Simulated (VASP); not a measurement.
Set up this calculation in VASP 6.6.1, as the native input.

```yaml
Task: single point
Functional: r2SCAN
Potentials_or_basis: VASP PAW PBE potentials, release 64 (Sn_d, O)
Cutoff: 520 eV
k_mesh: 10 × 10 × 10
Occupations: fermi-dirac, width 0.05 eV
Spin: no spin polarisation
Dipole_correction: no
Further_INCAR_settings: ALGO = Normal; EDIFF = 1e-07; NBANDS = 20
```

SnO2:

```
Sn O
1.0
     1.62780    0.93981    4.83239
    -1.62780    0.93981    4.83239
     0.00000   -1.87962    4.83239
Sn O
1 2
Direct
  0.50000 0.50000 0.50000
  0.76283 0.76283 0.76283
  0.23717 0.23717 0.23717
```

The input as run:

POSCAR

```
SnO2
1.0
    1.6278026130      0.9398122768      4.8323855144
   -1.6278026130      0.9398122768      4.8323855144
    0.0000000000     -1.8796245536      4.8323855144
Sn O
1 2
Direct
    0.5000000000      0.5000000000      0.5000000000
    0.7628300000      0.7628300000      0.7628300000
    0.2371700000      0.2371700000      0.2371700000
```

INCAR.step1

```
PREC = Accurate
ENCUT = 520
ISMEAR = -1
SIGMA = 0.05
LREAL = False
LASPH = True
NELM = 100
NBANDS = 20
GGA = PE
ALGO = Normal
EDIFF = 1E-4
LWAVE = True
LCHARG = False
```

INCAR.step2

```
PREC = Accurate
ENCUT = 520
EDIFF = 1E-7
ISMEAR = -1
SIGMA = 0.05
LREAL = False
LASPH = True
NELM = 100
ALGO = Normal
ISIF = 2
LWAVE = False
LCHARG = False
METAGGA = R2SCAN
LMIXTAU = True
NBANDS = 20
ISTART = 1
```

KPOINTS

```
Automatic mesh
0
Gamma
  10 10 10
```

Potentials or basis: VASP PAW PBE potentials, release 64 (Sn_d, O).

Command:

```sh
$ cat potpaw_PBE.64/Sn_d/POTCAR potpaw_PBE.64/O/POTCAR > POTCAR
$ cp INCAR.step1 INCAR
$ mpirun -np 1 vasp_std > vasp.out
$ cp INCAR.step2 INCAR
$ mpirun -np 1 vasp_std > vasp.out
```

It gave:

The pressure is -8.9 GPa, the largest force is 0.755 eV/Å and the band gap on the k mesh is 2.29 eV (least direct gap 2.39 eV).

Caveat: the cell stands under tension; the PAW data sets were made with another functional, which shifts forces and pressure a little; spin-orbit coupling is left out, which moves the levels of the heavy elements.

It took 6.6 min on 1 thread of Intel(R) Xeon(R) 6975P-C (Granite Rapids) (shared host), peak memory 0.31 GiB.
